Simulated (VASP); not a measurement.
# AlSn (P-6m2) in VASP: a series of runs, part 2 of 2

VASP 6.6.1. The steps go on from the part before.

## 3. Single point, r2SCAN

This run uses another cell than the first one, of 23.34 Å³/atom, 1.028 times its volume.

POSCAR reads:

```
AlSn
1.0
    4.0904144225      0.0000000000      0.0000000000
   -2.0452072112      3.5424023695      0.0000000000
    0.0000000000      0.0000000000      3.2220183725
Al Sn
1 1
Direct
    0.0000000000      0.0000000000      0.0000000000
    0.3333333333      0.6666666667      0.5000000000
```

INCAR.step1 reads:

```
SYSTEM = AlSn
  ALGO = Normal
  EDIFF = 1E-4
  ENCUT = 520
  GGA = PE
  ISMEAR = 1
  LASPH = .TRUE.
  LCHARG = .FALSE.
  LREAL = .FALSE.
  LWAVE = .TRUE.
  NBANDS = 16
  NELM = 60
  PREC = Accurate
  SIGMA = 0.1
```

INCAR.step2 reads:

```
SYSTEM = AlSn
  ALGO = Normal
  EDIFF = 1E-6
  ENCUT = 520
  ISIF = 2
  ISMEAR = 1
  ISTART = 1
  LASPH = .TRUE.
  LCHARG = .TRUE.
  LELF = .TRUE.
  LMIXTAU = .TRUE.
  LREAL = .FALSE.
  LVHAR = .TRUE.
  LWAVE = .FALSE.
  METAGGA = R2SCAN
  NBANDS = 16
  NELM = 60
  PREC = Accurate
  SIGMA = 0.1
```

KPOINTS reads:

```
k-points
0
G
  8 8 9
  0 0 0
```

Potentials or basis: VASP PAW PBE potentials, release 64 (Al, Sn_d).

Started as:

```
cat potpaw_PBE.64/Al/POTCAR potpaw_PBE.64/Sn_d/POTCAR > POTCAR
cp INCAR.step1 INCAR
mpirun -np 1 vasp_std > vasp.out
cp INCAR.step2 INCAR
mpirun -np 1 vasp_std > vasp.out
```

OUTCAR:

```text
SYSTEM = AlSn
   EDIFF = 1E-6
   ENCUT = 520
   ISIF = 2
   ISMEAR = 1
   ISTART = 1
   LASPH = .TRUE.
   LREAL = .FALSE.
   METAGGA = R2SCAN
   NELM = 60
   PREC = Accurate

 ion  position               nearest neighbor table
   1  0.000  0.000  0.000-   2 2.86   2 2.86   2 2.86   2 2.86   2 2.86   2 2.86
   2  0.333  0.667  0.500-   1 2.86   1 2.86   1 2.86   1 2.86   1 2.86   1 2.86

  LATTYP: Found a hexagonal cell.
 ALAT       =     4.0904144225
 C/A-ratio  =     0.7876997389

  Lattice vectors:

 A1 = (   4.0904144225,   0.0000000000,   0.0000000000)
[... 627 lines left out ...]
      5     -14.7204      2.00000
      6      -2.0378      2.00000
[... 8 lines left out ...]
     15      17.6937      0.00000
     16      20.4301      0.00000

 [... further k-points ...]
[... 5 lines left out ...]
  --------------------------------------------------------------------------------------
  -------------------------------------------------------------------------------------
  Total        1.2753213      1.2753210      0.0505883      0.0000000      0.0000000      0.0000000
  in kB       43.7660127     43.7660021      1.7360706      0.0000000      0.0000000      0.0000000
  external PRESSURE =      29.7560285 kB  Pullay stress =       0.0000000 kB

 VOLUME and BASIS-vectors are now :
 -----------------------------------------------------------------------------
  energy-cutoff  :      520.00
  volume of cell :       46.69
      direct lattice vectors                 reciprocal lattice vectors
     4.090414423  0.000000000  0.000000000     0.244474006  0.141147150  0.000000000
    -2.045207211  3.542402369  0.000000000     0.000000000  0.282294301  0.000000000
     0.000000000  0.000000000  3.222018373     0.000000000  0.000000000  0.310364462

 POSITION                                       TOTAL-FORCE (eV/Angst)
 -----------------------------------------------------------------------------------
      0.00000      0.00000      0.00000        -0.000000      0.000000      0.000000
     -0.00000      2.36160      1.61101         0.000000      0.000000      0.000000
 -----------------------------------------------------------------------------------
    total drift:                                0.000001      0.000004     -0.000000

  FREE ENERGIE OF THE ION-ELECTRON SYSTEM (eV)
  ---------------------------------------------------
  free  energy   TOTEN  =       -30.9220780697 eV

  energy  without entropy=      -30.9212132460  energy(sigma->0) =      -30.92178980
```

OUTCAR.step1:

```text
SYSTEM = AlSn
   EDIFF = 1E-4
   ENCUT = 520
   GGA = PE
   ISMEAR = 1
   LASPH = .TRUE.
   LREAL = .FALSE.
[... 677 lines left out ...]
      0.00000      0.00000      0.00000        -0.000000      0.000000      0.000000
     -0.00000      2.36160      1.61101         0.000000     -0.000000      0.000000
 -----------------------------------------------------------------------------------
    total drift:                                0.000000      0.000004     -0.000000

  FREE ENERGIE OF THE ION-ELECTRON SYSTEM (eV)
  ---------------------------------------------------
  free  energy   TOTEN  =        -7.1278223861 eV

  energy  without entropy=       -7.1289154523  energy(sigma->0) =       -7.12818674
```

Wall time 80 s (1 thread of Intel Xeon 6975P-C, shared host); peak memory 0.18 GiB.

What came out:

| Property | Result |
| --- | --- |
| Free energy | -30.9221 eV |
| Pressure | 3.0 GPa |

Stress tensor (GPa, compression positive):
```
4.38 0.00 0.00
0.00 4.38 0.00
0.00 0.00 0.17
```

Levels at points of the mesh, in eV from the Fermi level:
```tsv
k point	band 5	band 6	band 7	band 8	band 9	band 10	band 11	band 12
(0.00, 0.00, 0.00)	-21.97	-11.58	-0.36	-0.36	1.49	2.95	3.33	3.33
(0.50, 0.00, 0.00)	-21.95	-9.45	-7.07	-2.20	0.81	5.03	7.36	7.90
```

Caveat: the PAW data sets were made with another functional, which shifts forces and pressure a little; spin-orbit coupling is left out, which moves the levels of the heavy elements.

## 4. Single point, r2SCAN

This run uses another cell than the first one, of 23.97 Å³/atom, 1.056 times its volume.

POSCAR reads:

```
AlSn
1.0
    4.1269379124      0.0000000000      0.0000000000
   -2.0634689562      3.5740326357      0.0000000000
    0.0000000000      0.0000000000      3.2507879160
Al Sn
1 1
Direct
    0.0000000000      0.0000000000      0.0000000000
    0.3333333333      0.6666666667      0.5000000000
```

INCAR.step1 reads:

```
PREC = Accurate ; ENCUT = 520
ISMEAR = 1 ; SIGMA = 0.1
LREAL = F ; LASPH = T
NELM = 60 ; NBANDS = 16
GGA = PE ; ALGO = Normal
EDIFF = 1E-4 ; LWAVE = T
LCHARG = F
```

INCAR.step2 reads:

```
PREC = Accurate ; ENCUT = 520
EDIFF = 1E-6 ; ISMEAR = 1
SIGMA = 0.1 ; LREAL = F
LASPH = T ; NELM = 60
ALGO = Normal ; ISIF = 2
LWAVE = F ; LCHARG = T
METAGGA = R2SCAN ; LMIXTAU = T
LELF = T ; LVHAR = T
NBANDS = 16 ; ISTART = 1
```

KPOINTS reads:

```
Automatic mesh
0
Gamma
  8 8 9
```

Started as:

```
cat potpaw_PBE.64/Al/POTCAR potpaw_PBE.64/Sn_d/POTCAR > POTCAR
cp INCAR.step1 INCAR
mpirun -np 1 vasp_std > vasp.out
cp INCAR.step2 INCAR
mpirun -np 1 vasp_std > vasp.out
```

Wall time 56 s (1 thread of Intel Xeon 6975P-C, shared host); peak memory 0.19 GiB.

It converged, with:

| Property | Result |
| --- | --- |
| Free energy | -30.9387 eV |
| Pressure | 1.2 GPa |

Stress tensor (GPa, compression positive):
```
 2.65  0.00  0.00
 0.00  2.65  0.00
 0.00  0.00 -1.67
```

Levels at points of the mesh, in eV from the Fermi level:
```csv
k point,band 5,band 6,band 7,band 8,band 9,band 10,band 11,band 12
"(0.00, 0.00, 0.00)",-21.97,-11.40,-0.35,-0.35,1.33,2.88,3.31,3.31
"(0.50, 0.00, 0.00)",-21.94,-9.33,-6.94,-2.15,0.80,4.91,7.21,7.80
```

Caveat: the PAW data sets were made with another functional, which shifts forces and pressure a little; spin-orbit coupling is left out, which moves the levels of the heavy elements.

## 5. Single point, r2SCAN

This run uses another cell than the first one, of 24.61 Å³/atom, 1.083 times its volume.

POSCAR reads:

```
AlSn
1.0
    4.1628261303      0.0000000000      0.0000000000
   -2.0814130652      3.6051127404      0.0000000000
    0.0000000000      0.0000000000      3.2790570559
Al Sn
1 1
Direct
    0.0000000000      0.0000000000      0.0000000000
    0.3333333333      0.6666666667      0.5000000000
```

INCAR.step1 reads:

```
SYSTEM = AlSn
PREC = Accurate
ENCUT = 520
ISMEAR = 1
SIGMA = 0.1
LREAL = .False.
LASPH = .True.
NELM = 80
NBANDS = 16
GGA = PE
ALGO = Normal
EDIFF = 1E-4
LWAVE = .True.
LCHARG = .False.
```

INCAR.step2 reads:

```
SYSTEM = AlSn
PREC = Accurate
ENCUT = 520
EDIFF = 1E-6
ISMEAR = 1
SIGMA = 0.1
LREAL = .False.
LASPH = .True.
NELM = 80
ALGO = Normal
ISIF = 2
LWAVE = .False.
LCHARG = .True.
METAGGA = R2SCAN
LMIXTAU = .True.
LELF = .True.
LVHAR = .True.
NBANDS = 16
ISTART = 1
```

KPOINTS reads:

```
Automatic mesh
0
Gamma
  8 8 9
  0 0 0
```

Started as:

```
cat potpaw_PBE.64/Al/POTCAR potpaw_PBE.64/Sn_d/POTCAR > POTCAR
cp INCAR.step1 INCAR
mpirun -np 1 vasp_std > vasp.out
cp INCAR.step2 INCAR
mpirun -np 1 vasp_std > vasp.out
```

Wall time 52 s (1 thread of Intel Xeon 6975P-C, shared host); peak memory 0.19 GiB.

The run converged. Its results:

```yaml
Free_energy: -30.9424 eV
Pressure: -0.3 GPa
```

Stress tensor (GPa, compression positive):
```
 1.20  0.00  0.00
 0.00  1.20  0.00
 0.00  0.00 -3.42
```

Levels at points of the mesh, in eV from the Fermi level:
| k point | band 4 | band 5 | band 6 | band 7 | band 8 | band 9 | band 10 | band 11 | band 12 | band 13 |
| --- | --- | --- | --- | --- | --- | --- | --- | --- | --- | --- |
| (0.00, 0.00, 0.00) | -21.98 | -21.98 | -11.23 | -0.35 | -0.35 | 1.16 | 2.81 | 3.28 | 3.28 | 5.58 |
| (0.50, 0.00, 0.00) | -21.98 | -21.95 | -9.22 | -6.83 | -2.10 | 0.78 | 4.78 | 7.05 | 7.68 | 8.70 |

Caveat: the PAW data sets were made with another functional, which shifts forces and pressure a little; spin-orbit coupling is left out, which moves the levels of the heavy elements.

## 6. Summary

| cell | gap on the mesh (eV) | pressure (GPa) |
| --- | --- | --- |
| a = 4.053, b = 4.053, c = 3.193 Å, angles 90.0, 90.0, 120.0°, 2 atoms | none | 5.0 |
| a = 4.090, b = 4.090, c = 3.222 Å, angles 90.0, 90.0, 120.0°, 2 atoms | none | 3.0 |
| a = 4.127, b = 4.127, c = 3.251 Å, angles 90.0, 90.0, 120.0°, 2 atoms | none | 1.2 |
| a = 4.163, b = 4.163, c = 3.279 Å, angles 90.0, 90.0, 120.0°, 2 atoms | none | -0.3 |

Alike in all rows: task single point; level r2SCAN; potentials or basis VASP PAW PBE potentials, release 64 (Al, Sn_d); no spin polarisation; k mesh 8 × 8 × 9; cutoff (eV) 520; smearing methfessel-paxton 0.1 eV.

Caveats: the PAW data sets were made with another functional, which shifts forces and pressure a little; spin-orbit coupling is left out, which moves the levels of the heavy elements.

Absolute energies hang on the potentials; compare differences alone.
